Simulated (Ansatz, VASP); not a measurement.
TlCl: VASP beside Ansatz

Contents of INCAR:

```
SYSTEM = TlCl
  PREC = Accurate
  ENCUT = 500
  EDIFF = 1E-6
  ISMEAR = 0
  SIGMA = 0.2
  LREAL = .FALSE.
  LASPH = .TRUE.
  NELM = 120
  ALGO = Normal
  ISIF = 2
  LWAVE = .FALSE.
  LCHARG = .TRUE.
  GGA = PE
  LELF = .TRUE.
  LVHAR = .TRUE.
  NBANDS = 17
  GGA_COMPAT = .FALSE.
```

The input KPOINTS:

```
Automatic mesh
0
G
  4 4 4
  0 0 0
```

File POSCAR:

```
TlCl
1.0
    3.7936346963      0.0000000000      0.0000000000
    0.0000000000      3.7936346963      0.0000000000
    0.0000000000      0.0000000000      3.7936346963
Tl Cl
1 1
Direct
    0.0000000000      0.0000000000      0.0000000000
    0.5000000000      0.5000000000      0.5000000000
```

Input for Ansatz:

```yaml
crystal:
  lattice:
    - [3.7936346963, 0.0, 0.0]
    - [0.0, 3.7936346963, 0.0]
    - [0.0, 0.0, 3.7936346963]
  atoms:
    - { symbol: Tl, position: [0.0, 0.0, 0.0] }
    - { symbol: Cl, position: [0.5, 0.5, 0.5] }
kpoints:
  mp_grid: { grid: [4, 4, 4] }
hamiltonian:
  xc: pbe
scf:
  occupations: { method: gaussian, width: 0.2 }
  n_extra_bands: 4
output:
  forces: true
  stress: true
  eigenvalues: true
```

Alike in both runs: task single point; functional PBE; k mesh 4 × 4 × 4; occupations gaussian, width 0.2 eV; no spin polarisation.

|  | VASP | Ansatz |
| --- | --- | --- |
| version | VASP 6.6.1 | Ansatz 0.2.0 |
| potentials or method | VASP PAW PBE potentials, release 64 (Tl_d, Cl) | plane waves |
| plane-wave cutoff (eV) | 500 | 420 |
| valence electrons in the cell | 20 | 20 |

```csv
,VASP,Ansatz,Ansatz less VASP
gap on the k mesh at the Fermi level (eV),1.99,1.99,-0.007
pressure (GPa),2.3,2.4,+0.07
```

Spin-orbit coupling is off throughout.
